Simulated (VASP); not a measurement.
A run of VASP 6.6.1 is set up as follows.

The input INCAR:

```
ALGO = Fast ; EDIFF = 1E-6
ENCUT = 520 ; GGA = PS
ISIF = 2 ; ISMEAR = 0
LASPH = T ; LCHARG = F
LREAL = F ; LWAVE = F
NBANDS = 12 ; NELM = 100
PREC = Accurate ; SIGMA = 0.15
```

KPOINTS

```
k-points
0
Gamma
  16 16 16
```

The input POSCAR:

```
Tl
1.0
    0.0000000000      2.4209731547      2.4209731547
    2.4209731547      0.0000000000      2.4209731547
    2.4209731547      2.4209731547      0.0000000000
Tl
1
Direct
    0.0000000000      0.0000000000      0.0000000000
```

Potentials or basis: VASP PAW PBE potentials, release 64 (Tl_d).

Launch:

```bash
$ cat potpaw_PBE.64/Tl_d/POTCAR > POTCAR
$ mpirun -np 1 vasp_std > vasp.out
```

Problem. Predict the pressure.

Solution. -0.2 GPa.

Caveat: the PAW data sets were made with another functional, which shifts forces and pressure a little.
